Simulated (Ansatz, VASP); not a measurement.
Pd in VASP and in Ansatz

```xyz
1
Lattice="0.0000 1.9568 1.9568 1.9568 0.0000 1.9568 1.9568 1.9568 0.0000" Properties=species:S:1:pos:R:3 pbc="T T T"
Pd    0.0000    0.0000    0.0000
```

Alike in both runs: task single point; functional r2SCAN; k mesh 7 × 7 × 7; occupations fermi-dirac, width 0.05 eV; collinear spin.

|  | VASP | Ansatz |
| --- | --- | --- |
| version | VASP 6.6.1 | Ansatz 0.2.0 |
| potentials or method | VASP PAW PBE potentials, release 64 (Pd), cutoff 520 eV | plane waves (500 eV) with PAW, scalar-relativistic |
| valence electrons in the cell | 10 | 18 |

```tsv
	VASP	Ansatz	Ansatz less VASP
pressure (GPa)	0.8	0.1	-0.72
net moment per atom (μB)	0.38	0.38	0.000
size of the moment on the site where the two differ most (μB)	0.39	0.40	+0.016
```

VASP's potentials were made for PBE, not for r2SCAN. Site moments also hang on the region over which each program counts them. With one functional, cell and mesh, what is left measures potentials, basis and numerics. VASP's potentials hold 10 valence electrons a cell and Ansatz's 18, so a difference there can come from the potentials and not from the codes. Ansatz's warnings: stability check not made.

The k mesh is coarse, so the values compare programs but aren't converged.
